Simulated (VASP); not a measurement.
# Sb (I4/mmm) in VASP: a series of runs, part 2 of 2

VASP 6.6.1. Earlier steps stand in the parts before.

**4. Single point, PBE0**

This run uses another cell than the first one, of 26.96 Å³/atom, 1.042 times its volume.

Input file POSCAR:

```
Sb
1.0
   -1.5765401831      1.5765401831      2.7119384313
    1.5765401831     -1.5765401831      2.7119384313
    1.5765401831      1.5765401831     -2.7119384313
Sb
1
Direct
    0.0000000000      0.0000000000      0.0000000000
```

Input file INCAR.step1:

```
SYSTEM = Sb
PREC = Accurate
ENCUT = 520
EDIFF = 1E-5
ISMEAR = -1
SIGMA = 0.05
LREAL = .False.
LASPH = .True.
NELM = 100
ALGO = Normal
ISIF = 2
LWAVE = .True.
NBANDS = 8
GGA = PE
```

Input file INCAR.step2:

```
SYSTEM = Sb
PREC = Accurate
ENCUT = 520
EDIFF = 1E-6
ISMEAR = -1
SIGMA = 0.05
LREAL = .False.
LASPH = .True.
NELM = 100
ALGO = Normal
ISIF = 2
LWAVE = .False.
LCHARG = .True.
GGA = PE
LHFCALC = .True.
AEXX = 0.25
PRECFOCK = Normal
LELF = .True.
LVHAR = .True.
NBANDS = 8
ISTART = 1
```

Input file KPOINTS:

```
regular mesh
0
Gamma
  6 6 6
  0 0 0
```

Potentials or basis: VASP PAW PBE potentials, release 64 (Sb).

The run is started by

```console
> cat potpaw_PBE.64/Sb/POTCAR > POTCAR
> cp INCAR.step1 INCAR
> mpirun -np 1 vasp_std > vasp.out
> cp INCAR.step2 INCAR
> mpirun -np 1 vasp_std > vasp.out
```

OUTCAR:

```text
SYSTEM = Sb
   PREC = Accurate
   ENCUT = 520
   EDIFF = 1E-6
   ISMEAR = -1
   LREAL = .False.
   LASPH = .True.
   NELM = 100
   ISIF = 2
   GGA = PE
   LHFCALC = .True.
   AEXX = 0.25
   PRECFOCK = Normal
   ISTART = 1

 ion  position               nearest neighbor table
   1  0.000  0.000  0.000-

  LATTYP: Found a body centered tetragonal cell.
 ALAT       =     3.1530803662
 C/A-ratio  =     1.7201835135

  Lattice vectors:

 A1 = (  -1.5765401831,   1.5765401831,   2.7119384313)
 A2 = (   1.5765401831,  -1.5765401831,   2.7119384313)
 A3 = (   1.5765401831,   1.5765401831,  -2.7119384313)

Analysis of symmetry for initial positions (statically):
=====================================================================
 Subroutine PRICEL returns:
 Original cell was already a primitive cell.

 Routine SETGRP: Setting up the symmetry group for a
 body centered tetragonal supercell.

 Subroutine GETGRP returns: Found 16 space group operations
 (whereof 16 operations were pure point group operations)
 out of a pool of 16 trial point group operations.
[... 163 lines left out ...]
  ext. energy  EPLUGINS =         0.00000000
  ---------------------------------------------------
  free energy    TOTEN  =        -5.29802200 eV

  energy without entropy =       -5.29622029  energy(sigma->0) =       -5.29712115

 E-fermi :   8.9660     XC(G=0):  -8.0845

 val. band max:        7.9886484197   @ k =  -0.3333   0.3333   0.0000
 cond. band min:       9.1033967808   @ k =   0.5000   0.3333  -0.0000
 fundamental gap:      1.1147483611
 Fermi energy:         8.9659510038

 k-point     1 :       0.0000    0.0000    0.0000
  band No.  band energies     occupation
      1      -6.4959      2.00000
      2      14.0794      0.00000
      3      14.9280      0.00000
      4      14.9280      0.00000
      5      18.7294      0.00000
      6      20.1102      0.00000
      7      20.1779      0.00000
      8      20.3315      0.00000
[... 243 lines left out ...]
 k-point    24 :      -0.1667   -0.3333    0.1667
  band No.  band energies     occupation
      1      -4.6930      2.00000
      2       6.8853      2.00000
      3       9.7109      0.00000
      4      13.0005      0.00000
      5      16.7337      0.00000
      6      19.5542      0.00000
      7      21.4121      0.00000
      8      23.6697      0.00000

 [... further k-points ...]
[... 5 lines left out ...]
  --------------------------------------------------------------------------------------
  -------------------------------------------------------------------------------------
  Total       -0.1849749     -0.1849749     -0.6098950      0.0000000     -0.0000000     -0.0000000
  in kB      -10.9919190    -10.9919190    -36.2423008      0.0000000     -0.0000000     -0.0000000
  external PRESSURE =     -19.4087130 kB  Pullay stress =       0.0000000 kB

 VOLUME and BASIS-vectors are now :
 -----------------------------------------------------------------------------
  energy-cutoff  :      520.00
  volume of cell :       26.96
      direct lattice vectors                 reciprocal lattice vectors
    -1.576540183  1.576540183  2.711938431     0.000000000  0.317150178  0.184369967
     1.576540183 -1.576540183  2.711938431     0.317150178  0.000000000  0.184369967
     1.576540183  1.576540183 -2.711938431     0.317150178  0.317150178  0.000000000

 POSITION                                       TOTAL-FORCE (eV/Angst)
 -----------------------------------------------------------------------------------
      0.00000      0.00000      0.00000         0.000000      0.000000      0.000000
 -----------------------------------------------------------------------------------
    total drift:                               -0.000000     -0.000000     -0.000000

  FREE ENERGIE OF THE ION-ELECTRON SYSTEM (eV)
  ---------------------------------------------------
  free  energy   TOTEN  =        -5.2980219994 eV

  energy  without entropy=       -5.2962202919  energy(sigma->0) =       -5.29712115
```

OSZICAR.step1:

```text
N       E                     dE             d eps       ncg     rms          rms(c)
DAV:   1     0.522680313363E+01    0.52268E+01   -0.16264E+03   480   0.409E+02
DAV:   2    -0.379776084606E+01   -0.90246E+01   -0.84018E+01   664   0.534E+01
DAV:   3    -0.389867047656E+01   -0.10091E+00   -0.10091E+00   560   0.623E+00
DAV:   4    -0.389903549237E+01   -0.36502E-03   -0.36502E-03   744   0.474E-01
DAV:   5    -0.389903599313E+01   -0.50075E-06   -0.50076E-06   616   0.107E-02    0.179E+00
DAV:   6    -0.389456217257E+01    0.44738E-02   -0.27508E-03   544   0.259E-01    0.103E+00
DAV:   7    -0.389227463567E+01    0.22875E-02   -0.57446E-03   600   0.377E-01    0.555E-02
DAV:   8    -0.389228891550E+01   -0.14280E-04   -0.12664E-04   640   0.811E-02    0.113E-02
DAV:   9    -0.389228969644E+01   -0.78094E-06   -0.17071E-06   504   0.985E-03
   1 F= -.38922897E+01 E0= -.38912859E+01  d E =-.200759E-02
```

Run time: 5.5 min. Hardware: 1 thread of Intel Xeon 6975P-C (Granite Rapids), shared host; peak memory 0.17 GiB.

What came out:

| Property | Result |
| --- | --- |
| Free energy | -5.2980 eV |
| Pressure | -1.9 GPa |

Stress tensor (GPa, compression positive):
```
-1.10  0.00  0.00
 0.00 -1.10  0.00
 0.00  0.00 -3.62
```

Caveat: the k points lie up to 0.47 Å⁻¹ apart; the PAW data sets were made with another functional, which shifts forces and pressure a little; spin-orbit coupling is left out, which moves the levels of the heavy elements.

**5. Single point, PBEsol+D4 (volume scaled by 0.94)**

Input file INCAR:

```
SYSTEM = Sb
  PREC = Accurate
  ENCUT = 520
  EDIFF = 1E-7
  ISMEAR = 0
  SIGMA = 0.01
  LREAL = .FALSE.
  LASPH = .TRUE.
  NELM = 80
  ALGO = Normal
  ISIF = 2
  LWAVE = .FALSE.
  LCHARG = .FALSE.
  GGA = PS
  IVDW = 13
  NBANDS = 8
```

Input file KPOINTS:

```
regular mesh
0
G
  12 12 12
  0 0 0
```

Input file POSCAR:

```
Sb
1.0
   -1.5443568632      1.5443568632      2.6565772150
    1.5443568632     -1.5443568632      2.6565772150
    1.5443568632      1.5443568632     -2.6565772150
Sb
1
Direct
    0.0000000000      0.0000000000      0.0000000000
```

The run is started by

```console
> cat potpaw_PBE.64/Sb/POTCAR > POTCAR
> mpirun -np 1 vasp_std > vasp.out
```

It took 26 s on 1 thread of Intel Xeon Platinum 8375C at 2.90GHz (Ice Lake), shared host; peak memory 0.17 GiB.

It converged, with:

* Free energy: -4.6490 eV
* Pressure: 1.1 GPa
* Dispersion energy per atom: -0.345 eV

Stress tensor (GPa, compression positive):
```
 1.73  0.00  0.00
 0.00  1.73  0.00
 0.00  0.00 -0.05
```

Levels at points of the mesh, in eV from the Fermi level:
```csv
k point,band 1,band 2,band 3,band 4,band 5,band 6,band 7,band 8
"(0.00, 0.00, 0.00)",-13.49,5.07,5.86,5.86,9.62,10.64,10.95,10.95
"(0.50, 0.00, 0.00)",-9.30,-6.24,1.89,5.79,6.23,10.50,10.58,10.95
"(0.50, 0.50, 0.00)",-6.54,-4.72,-1.09,0.57,3.42,4.29,16.11,16.20
"(0.50, 0.50, 0.50)",-9.44,-6.11,2.20,2.20,5.94,6.26,18.63,18.64
```

Caveat: the cell differs from its parent crystal (volume scaled by 0.94); the PAW data sets were made with another functional, which shifts forces and pressure a little; spin-orbit coupling is left out, which moves the levels of the heavy elements; pairwise dispersion overbinds metals, which lowers pressure and volume.

**6. Single point, PBEsol+D4 (volume scaled by 0.96)**

Input file INCAR:

```
ALGO     = Normal         # electronic algorithm
EDIFF    = 1E-6           # SCF threshold, eV
ENCUT    = 520            # plane-wave cutoff, eV
GGA      = PS             # functional
ISIF     = 2              # what is computed and relaxed
ISMEAR   = 0              # smearing method
IVDW     = 13             # dispersion correction
LASPH    = T              # aspherical terms in the spheres
LCHARG   = F              # write CHGCAR
LREAL    = F              # projectors in reciprocal space
LWAVE    = F              # write WAVECAR
NBANDS   = 8              # bands
NELM     = 80             # most SCF steps
PREC     = Accurate       # precision mode
SIGMA    = 0.01           # smearing width, eV
```

Input file KPOINTS:

```
k-points
0
Gamma
  12 12 12
```

Input file POSCAR:

```
Sb
1.0
   -1.5552329741      1.5552329741      2.6752861216
    1.5552329741     -1.5552329741      2.6752861216
    1.5552329741      1.5552329741     -2.6752861216
Sb
1
Direct
    0.0000000000      0.0000000000      0.0000000000
```

Potentials or basis: VASP PAW PBE potentials, release 64 (Sb).

The run is started by

```console
> cat potpaw_PBE.64/Sb/POTCAR > POTCAR
> mpirun -np 1 vasp_std > vasp.out
```

Run time: 25 s. Hardware: 1 thread of Intel Xeon Platinum 8375C at 2.90GHz (Ice Lake), shared host; peak memory 0.18 GiB.

The run converged. Its results:

```
Free energy                : -4.6500 eV
Pressure                   : -0.5 GPa
Dispersion energy per atom : -0.338 eV
```

Stress tensor (GPa, compression positive):
```
-0.07  0.00  0.00
 0.00 -0.07  0.00
 0.00  0.00 -1.35
```

Levels at points of the mesh, in eV from the Fermi level:
```csv
k point,band 1,band 2,band 3,band 4,band 5,band 6
"(0.00, 0.00, 0.00)",-13.32,4.90,5.70,5.70,9.53,10.63
"(0.50, 0.00, 0.00)",-9.26,-6.11,1.83,5.63,6.18,10.44
"(0.50, 0.50, 0.00)",-6.60,-4.63,-1.08,0.56,3.41,4.30
"(0.50, 0.50, 0.50)",-9.40,-5.98,2.16,2.16,5.91,6.18
```

Caveat: the cell differs from its parent crystal (volume scaled by 0.96); the PAW data sets were made with another functional, which shifts forces and pressure a little; spin-orbit coupling is left out, which moves the levels of the heavy elements; pairwise dispersion overbinds metals, which lowers pressure and volume.

**7. The runs side by side**

| level | cell | k mesh | smearing | grid for exact exchange (PRECFOCK) | gap on the mesh (eV) | pressure (GPa) |
| --- | --- | --- | --- | --- | --- | --- |
| PBE0 | a = 3.463 Å, angles 126.6, 126.6, 78.8°, 1 atom | 6 × 6 × 6 | fermi-dirac 0.05 eV | Normal | none | 1.0 |
| PBE0 | a = 3.487 Å, angles 126.6, 126.6, 78.8°, 1 atom | 6 × 6 × 6 | fermi-dirac 0.05 eV | Normal | none | -0.5 |
| PBE0 | a = 3.511 Å, angles 126.6, 126.6, 78.8°, 1 atom | 6 × 6 × 6 | fermi-dirac 0.05 eV | Normal | none | -1.9 |
| PBEsol+D4 | a = 3.439 Å, angles 126.6, 126.6, 78.8°, 1 atom | 12 × 12 × 12 | gaussian 0.01 eV | - | none | 1.1 |
| PBEsol+D4 | a = 3.463 Å, angles 126.6, 126.6, 78.8°, 1 atom | 12 × 12 × 12 | gaussian 0.01 eV | - | none | -0.5 |

Alike in all rows: task single point; potentials or basis VASP PAW PBE potentials, release 64 (Sb); no spin polarisation; cutoff (eV) 520.

Caveats: some runs use coarse meshes; the PAW data sets were made with another functional, which shifts forces and pressure a little; spin-orbit coupling is left out, which moves the levels of the heavy elements; pairwise dispersion overbinds metals, which lowers pressure and volume (some runs).

Total energies depend on the potentials used, so only differences within one code and one set of settings carry meaning.
